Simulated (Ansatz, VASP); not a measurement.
This is a calculation of ZnO for VASP 6.6.1.

INCAR

```
AGGAC    = 0.0          
ALDAC    = 0.0          
ALGO     = Normal         # electronic algorithm
EDIFF    = 1E-6           # SCF threshold, eV
ENCUT    = 520            # plane-wave cutoff, eV
GGA      = PE             # functional
ISIF     = 2              # what is computed and relaxed
ISMEAR   = -1             # smearing method
LASPH    = True           # aspherical terms in the spheres
LCHARG   = False          # write CHGCAR
LREAL    = False          # projectors in reciprocal space
LWAVE    = False          # write WAVECAR
NBANDS   = 26             # bands
NELM     = 80             # most SCF steps
PREC     = Accurate       # precision mode
SIGMA    = 0.05           # smearing width, eV
```

File KPOINTS:

```
k-points
0
Gamma
  9 9 5
```

The input POSCAR:

```
ZnO
1.0
    3.2053930491      0.0000000000      0.0000000000
   -1.6026965246      2.7759518096      0.0000000000
    0.0000000000      0.0000000000      5.1353529565
Zn O
2 2
Direct
    0.6666666667      0.3333333333      0.0000000000
    0.3333333333      0.6666666667      0.5000000000
    0.3333333333      0.6666666667      0.8790100000
    0.6666666667      0.3333333333      0.3790100000
```

Potentials or basis: VASP PAW PBE potentials, release 64 (Zn, O).

Command:

```sh
$ cat potpaw_PBE.64/Zn/POTCAR potpaw_PBE.64/O/POTCAR > POTCAR
$ mpirun -np 1 vasp_std > vasp.out
```

Problem. Translate it to Ansatz 0.2.0. Potentials there: Ansatz PAW.

Solution. As run (the cutoff follows the program's own potentials):

The input input.yaml:

```yaml
crystal:
  lattice:
    - [3.2053930491, 0.0, 0.0]
    - [-1.6026965246, 2.7759518096, 0.0]
    - [0.0, 0.0, 5.1353529565]
  atoms:
    - { symbol: Zn, position: [0.6666666667, 0.3333333333, 0.0] }
    - { symbol: Zn, position: [0.3333333333, 0.6666666667, 0.5] }
    - { symbol: O, position: [0.3333333333, 0.6666666667, 0.87901] }
    - { symbol: O, position: [0.6666666667, 0.3333333333, 0.37901] }
hamiltonian:
  xc: { exchange: pbe, correlation: none }
  pseudopotentials: { kind: paw }
kpoints:
  mp_grid: { grid: [9, 9, 5] }
scf:
  occupations: { method: fermi_dirac, width: 0.05 }
output:
  forces: true
  stress: true
  eigenvalues: true
```

Potentials or basis: Ansatz PAW.

Launch:

```sh
$ ansatz run input.yaml --threads 2 --pin off --max-ram 5120MiB --backend cpu --events-out ev --progress --plain --runs-dir out
```

Both were run:

|  | VASP | Ansatz | Ansatz less VASP |
| --- | --- | --- | --- |
| gap on the k mesh at the Fermi level (eV) | 0.99 | 1.00 | +0.014 |
| least direct gap on the mesh (eV) | 0.99 | 1.00 | +0.014 |
| rms of the force components (eV/Å) | 0.057 | 0.054 | -0.0025 |

VASP's potentials were made for PBE, not for PBE exchange alone. Atom by atom the forces differ by 0.002 eV/Å (rms over components). The functional is the same, so the differences come from potentials, cutoffs and numerics.

Noted on Ansatz's run: odd divisions of the mesh miss points on the zone boundary, where band edges often lie, so the gap on the mesh can be too wide.
